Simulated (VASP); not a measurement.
# InAg3 (Cmmm) in VASP: single point with LDA

Aim: the single point of InAg3 with LDA.

Program: VASP 6.6.1. These are calculated values, not measurements. Logs are shortened: lines on timing, memory, paths and dates and some standing lists are left out, and cuts for length are marked.

## Step 1: The cell of the first run

It takes space group Cmmm (No. 65, orthorhombic). The conventional cell has a = 3.104 Å, b = 5.192 Å, c = 9.860 Å, α = 90.00°, β = 90.00°, γ = 90.00°. Within 3.9 Å of In (site symmetry mmm) lie 8 Ag at 2.97 to 3.63 Å and 6 In at 3.02 to 3.10 Å. Within 3.8 Å of Ag (site symmetry mm2) lie 10 Ag at 2.85 to 3.53 Å and 4 In at 2.97 to 3.63 Å. Ag (site symmetry mmm) has 14 Ag at 2.85 to 3.53 Å within 3.8 Å.

## Step 2: Single point, LDA

INCAR

```
SYSTEM = InAg3
PREC = Accurate
ENCUT = 500
EDIFF = 1E-6
ISMEAR = -1
SIGMA = 0.05
LREAL = .False.
LASPH = .True.
NELM = 120
ALGO = Normal
ISIF = 2
LWAVE = .False.
LCHARG = .False.
GGA = CA
NBANDS = 31
GGA_COMPAT = .False.
```

KPOINTS

```
Automatic mesh
0
Gamma
  10 10 3
  0 0 0
```

POSCAR

```
InAg3
1.0
    1.5519040000     -2.5961510000      0.0000000000
    1.5519040000      2.5961510000      0.0000000000
    0.0000000000      0.0000000000      9.8599540000
In Ag
1 3
Direct
    0.0000000000      0.0000000000      0.0000000000
    0.5000000000      0.5000000000      0.2571290000
    0.0000000000      0.0000000000      0.5000000000
    0.5000000000      0.5000000000      0.7428710000
```

Potentials or basis: VASP PAW LDA potentials, release 64 (In_d, Ag).

Command:

```console
> cat potpaw_LDA.64/In_d/POTCAR potpaw_LDA.64/Ag/POTCAR > POTCAR
> mpirun -np 1 vasp_std > vasp.out
```

OUTCAR:

```text
SYSTEM = InAg3
   PREC = Accurate
   ENCUT = 500
   EDIFF = 1E-6
   ISMEAR = -1
   LREAL = .False.
   LASPH = .True.
   NELM = 120
   ISIF = 2
   GGA = CA

 ion  position               nearest neighbor table
   1  0.000  0.000  0.000-   2 2.97   4 2.97   2 2.97   4 2.97   2 3.63   4 3.63   2 3.63   4 3.63

   2  0.500  0.500  0.257-   3 2.85   3 2.85   1 2.97   1 2.97   3 3.53   3 3.53   1 3.63   1 3.63

   3  0.000  0.000  0.500-   2 2.85   4 2.85   2 2.85   4 2.85   2 3.53   4 3.53   2 3.53   4 3.53

   4  0.500  0.500  0.743-   3 2.85   3 2.85   1 2.97   1 2.97   3 3.53   3 3.53   1 3.63   1 3.63

  LATTYP: Found a base centered orthorhombic cell.
 ALAT       =     3.1038080000
 B/A-ratio  =     1.6728811834
 C/A-ratio  =     3.1767280708

  Lattice vectors:

 A1 = (   1.5519040000,  -2.5961510000,   0.0000000000)
 A2 = (   1.5519040000,   2.5961510000,   0.0000000000)
 A3 = (   0.0000000000,   0.0000000000,   9.8599540000)

Analysis of symmetry for initial positions (statically):
=====================================================================
 Subroutine PRICEL returns:
 Original cell was already a primitive cell.

 Routine SETGRP: Setting up the symmetry group for a
 base centered orthorhombic supercell.

 Subroutine GETGRP returns: Found  8 space group operations
 (whereof  8 operations were pure point group operations)
 out of a pool of  8 trial point group operations.

The static configuration has the point symmetry D_2h.

Analysis of symmetry for dynamics (positions and initial velocities):
=====================================================================
 Subroutine PRICEL returns:
 Original cell was already a primitive cell.

 Routine SETGRP: Setting up the symmetry group for a
 base centered orthorhombic supercell.

 Subroutine GETGRP returns: Found  8 space group operations
 (whereof  8 operations were pure point group operations)
 out of a pool of  8 trial point group operations.

The dynamic configuration has the point symmetry D_2h.

 Subroutine INISYM returns: Found  8 space group operations
 (whereof  8 operations are pure point group operations),
 and found     1 'primitive' translations

----------------------------------------------------------------------------------------

                                     Primitive cell

  volume of cell :      79.4511

  direct lattice vectors                    reciprocal lattice vectors
     1.551904000 -2.596151000  0.000000000     0.322184877 -0.192592804  0.000000000
     1.551904000  2.596151000  0.000000000     0.322184877  0.192592804  0.000000000
     0.000000000  0.000000000  9.859954000     0.000000000  0.000000000  0.101420351

  length of vectors
     3.024633208  3.024633208  9.859954000     0.375359938  0.375359938  0.101420351

  position of ions in fractional coordinates (direct lattice)
     0.000000000  0.000000000  0.000000000
     0.500000000  0.500000000  0.257129000
     0.000000000  0.000000000  0.500000000
     0.500000000  0.500000000  0.742871000

  ion indices of the primitive-cell ions
   primitive index   ion index
                 1           1
                 2           2
                 3           3
                 4           4

----------------------------------------------------------------------------------------

 KPOINTS: Automatic mesh

Automatic generation of k-mesh.
 Grid dimensions read from file:
 generate k-points for:   10   10    3

 Generating k-lattice:

  Cartesian coordinates                     Fractional coordinates (reciprocal lattice)
     0.032218488 -0.019259280  0.000000000     0.100000000  0.000000000  0.000000000
     0.032218488  0.019259280  0.000000000     0.000000000  0.100000000  0.000000000
     0.000000000  0.000000000  0.033806784     0.000000000  0.000000000  0.333333333

  Length of vectors
     0.037535994  0.037535994  0.033806784

  Shift w.r.t. Gamma in fractional coordinates (k-lattice)
     0.000000000  0.000000000  0.000000000

 Subroutine IBZKPT returns following result:
 ===========================================

 Found     62 irreducible k-points:

 Following reciprocal coordinates:
            Coordinates               Weight
  0.000000  0.000000  0.000000      1.000000
  0.100000  0.000000  0.000000      4.000000
  0.200000  0.000000  0.000000      4.000000
  0.300000  0.000000  0.000000      4.000000
  0.400000  0.000000  0.000000      4.000000
  0.500000  0.000000  0.000000      2.000000
[... 16 lines left out ...]
  0.300000  0.300000  0.000000      2.000000
  0.400000  0.300000  0.000000      4.000000
 [... further k-points ...]
   k-points           NKPTS =     62   k-points in BZ     NKDIM =     62   number of bands    NBANDS=     31
   number of dos      NEDOS =    301   number of ions     NIONS =      4
   total plane-waves  NPLWV =  41472
   dimension x,y,z NGX =    24 NGY =   24 NGZ =   72
   dimension x,y,z NGXF=    48 NGYF=   48 NGZF=  144
   ions per type =               1   3
   NGX,Y,Z   is equivalent  to a cutoff of  13.19, 13.19, 12.14 a.u.
   NGXF,Y,Z  is equivalent  to a cutoff of  26.38, 26.38, 24.28 a.u.
 SYSTEM =  InAg3
   PREC   = accura    normal or accurate (medium, high low for compatibility)
   ISTART =      0    job   : 0-new  1-cont  2-samecut
   ICHARG =      2    charge: 1-file 2-atom 10-const
   ISPIN  =      1    spin polarized calculation?
   LNONCOLLINEAR =      F non collinear calculations
   LSORBIT =      F    spin-orbit coupling
   LASPH  =      T    aspherical Exc in radial PAW
   ENCUT  =  500.0 eV  36.75 Ry    6.06 a.u.   5.51  5.51 17.98*2*pi/ulx,y,z
   NELM   =    120;   NELMIN=  2; NELMDL= -5     # of ELM steps
   EDIFF  = 0.1E-05   stopping-criterion for ELM
   LREAL  =      F    real-space projection
   EDIFFG = 0.1E-04   stopping-criterion for IOM
   NSW    =      0    number of steps for IOM
   IBRION =     -1    ionic relax: 0-MD 1-quasi-New 2-CG
   NFREE  =      0    steps in history (QN), initial steepest desc. (CG)
   ISIF   =      2    stress and relaxation
   ISYM   =      2    0-nonsym 1-usesym 2-fastsym
   POTIM  = 0.5000    time-step for ionic-motion
   TEBEG  =    0.0;   TEEND  =   0.0 temperature during run
   PSTRESS=    0.0 pullay stress
   NELECT =      46.0000    total number of electrons
   NUPDOWN=      -1.0000    fix difference up-down
   EMIN   =  10.00;   EMAX   =-10.00  energy-range for DOS
   EFERMI =   0.00;   METHOD = LEGACY
   ISMEAR =    -1;   SIGMA  =   0.05  broadening in eV -4-tet -1-fermi 0-gaus
   EFERMI_NEDOS =   21; number of points for ismear=-14 and -15
   IALGO  =     38    algorithm
   IMIX   =      4    mixing-type and parameters
     AMIX     =   0.40;   BMIX     =  1.00
     AMIX_MAG =   1.60;   BMIX_MAG =  1.00
  volume/ion in A,a.u.               =      19.86       134.04
  Fermi-wavevector in a.u.,A,eV,Ry     =   1.364460  2.578456 25.330670  1.861752
  Thomas-Fermi vector in A             =   2.490774
   LORBIT       =      0    0 simple, 1 ext, 2 COOP (PROOUT), +10 PAW based schemes
   GGA     = CA    functional components
   LHFCALC =     F    Hartree Fock is set to
   AEXX    =    0.0000 exact exchange contribution
   IVDW    =     0    specifies the selected vdW correction
   LEPSILON=     F    determine dielectric tensor
   LRPA    =     F    only Hartree local field effects (RPA)
 non-spin polarized calculation
  energy-cutoff  :      500.00
  volume of cell :       79.45
 maximum number of plane-waves:      2051
 NGX is ok and might be reduce to    24
   NGX = 11   NGY = 11   NGZ = 35

 number of electron      46.0000006 magnetization

 Free energy of the ion-electron system (eV)
  ---------------------------------------------------
  ext. energy  EPLUGINS =         0.00000000
  ---------------------------------------------------
  free energy    TOTEN  =       -13.99140537 eV

  energy without entropy =      -13.98324964  energy(sigma->0) =      -13.98732751

 E-fermi :   7.4105     XC(G=0): -11.7640

 val. band max:        7.3762131068   @ k =  -0.3000   0.3000   0.3333
 cond. band min:       7.4175948695   @ k =   0.5000   0.3000   0.0000
 fundamental gap:      0.0413817627
 Fermi energy:         7.4104526908

 k-point     1 :       0.0000    0.0000    0.0000
  band No.  band energies     occupation
      1      -7.5640      2.00000
      2      -7.5122      2.00000
      3      -7.3913      2.00000
      4      -7.0591      2.00000
      5      -7.0253      2.00000
      6      -2.0579      2.00000
[... 23 lines left out ...]
     30      20.4472      0.00000
     31      22.3917      0.00000

 k-point     2 :       0.1000    0.0000    0.0000
  band No.  band energies     occupation
      1      -7.5533      2.00000
      2      -7.4848      2.00000
      3      -7.3529      2.00000
      4      -7.0940      2.00000
      5      -7.0379      2.00000
      6      -1.8479      2.00000
[... 23 lines left out ...]
     30      19.9676      0.00000
     31      20.8930      0.00000

 k-point     3 :       0.2000    0.0000    0.0000
  band No.  band energies     occupation
      1      -7.6054      2.00000
      2      -7.3528      2.00000
      3      -7.2356      2.00000
      4      -7.1933      2.00000
      5      -7.0597      2.00000
      6      -1.2111      2.00000
[... 23 lines left out ...]
     30      17.7438      0.00000
     31      17.8825      0.00000

 k-point     4 :       0.3000    0.0000    0.0000
  band No.  band energies     occupation
      1      -7.6844      2.00000
      2      -7.3126      2.00000
      3      -7.1956      2.00000
      4      -7.0839      2.00000
      5      -7.0760      2.00000
      6      -0.1566      2.00000
[... 23 lines left out ...]
     30      17.3533      0.00000
     31      17.6457      0.00000

 k-point     5 :       0.4000    0.0000    0.0000
  band No.  band energies     occupation
      1      -7.7506      2.00000
      2      -7.4051      2.00000
      3      -7.1031      2.00000
      4      -7.0801      2.00000
      5      -6.9371      2.00000
      6       1.1236      2.00000
[... 23 lines left out ...]
     30      15.8401      0.00000
     31      16.0230      0.00000
[... 542 lines left out ...]
     30      17.5121      0.00000
     31      17.8142      0.00000

 k-point    22 :      -0.2000    0.2000    0.0000
  band No.  band energies     occupation
      1      -7.5095      2.00000
      2      -7.3689      2.00000
      3      -7.2957      2.00000
      4      -7.1714      2.00000
      5      -7.0922      2.00000
      6      -1.1669      2.00000
[... 23 lines left out ...]
     30      18.4973      0.00000
     31      18.5060      0.00000

 k-point    23 :       0.3000    0.3000    0.0000
  band No.  band energies     occupation
      1      -7.3480      2.00000
      2      -7.3428      2.00000
      3      -7.2588      2.00000
      4      -7.2465      2.00000
      5      -7.0611      2.00000
      6       1.9542      2.00000
[... 23 lines left out ...]
     30      13.5564      0.00000
     31      14.0363      0.00000

 k-point    24 :       0.4000    0.3000    0.0000
  band No.  band energies     occupation
      1      -7.3765      2.00000
      2      -7.3438      2.00000
      3      -7.2697      2.00000
      4      -7.1938      2.00000
      5      -7.0640      2.00000
      6       2.1816      2.00000
[... 23 lines left out ...]
     30      13.5806      0.00000
     31      13.8405      0.00000

 [... further k-points ...]

------------------------ aborting loop because EDIFF is reached ----------------------------------------

  FORCE on cell =-STRESS in cart. coord.  units (eV):
  Direction    XX          YY          ZZ          XY          YZ          ZX
  --------------------------------------------------------------------------------------
  -------------------------------------------------------------------------------------
  Total       -4.2785382     -4.3386446     -4.7394777      0.0000000      0.0000000      0.0000000
  in kB      -86.2792407    -87.4913214    -95.5743562      0.0000000      0.0000000      0.0000000
  external PRESSURE =     -89.7816394 kB  Pullay stress =       0.0000000 kB

 VOLUME and BASIS-vectors are now :
 -----------------------------------------------------------------------------
  energy-cutoff  :      500.00
  volume of cell :       79.45
      direct lattice vectors                 reciprocal lattice vectors
     1.551904000 -2.596151000  0.000000000     0.322184877 -0.192592804  0.000000000
     1.551904000  2.596151000  0.000000000     0.322184877  0.192592804  0.000000000
     0.000000000  0.000000000  9.859954000     0.000000000  0.000000000  0.101420351

 POSITION                                       TOTAL-FORCE (eV/Angst)
 -----------------------------------------------------------------------------------
      0.00000      0.00000      0.00000         0.000000      0.000000      0.000000
      1.55190      0.00000      2.53528        -0.000000      0.000000      0.156766
      0.00000      0.00000      4.92998         0.000000      0.000000      0.000000
      1.55190      0.00000      7.32467         0.000000      0.000000     -0.156766
 -----------------------------------------------------------------------------------
    total drift:                                0.000000     -0.000000      0.000000

  FREE ENERGIE OF THE ION-ELECTRON SYSTEM (eV)
  ---------------------------------------------------
  free  energy   TOTEN  =       -13.9914053730 eV

  energy  without entropy=      -13.9832496392  energy(sigma->0) =      -13.98732751
```

Run time: 57 s. Hardware: 1 thread of Intel Xeon Platinum 8488C (Sapphire Rapids), shared host; peak memory 0.25 GiB.

What came out:

- Free energy: -13.9914 eV
- Pressure: -9.0 GPa
- Largest force: 0.157 eV/Å
- Band gap on the k mesh: zero (band 23 reaches 9.31 eV, above the bottom of band 24 at 4.98 eV)

Forces in eV/Å, atoms in the order of the input:
```
In   0.000  0.000  0.000
Ag   0.000  0.000  0.157
Ag   0.000  0.000  0.000
Ag   0.000  0.000 -0.157
```

Stress tensor (GPa, compression positive):
```
-8.63  0.00  0.00
 0.00 -8.75  0.00
 0.00  0.00 -9.56
```

Caveat: spin-orbit coupling is left out, which moves the levels of the heavy elements.
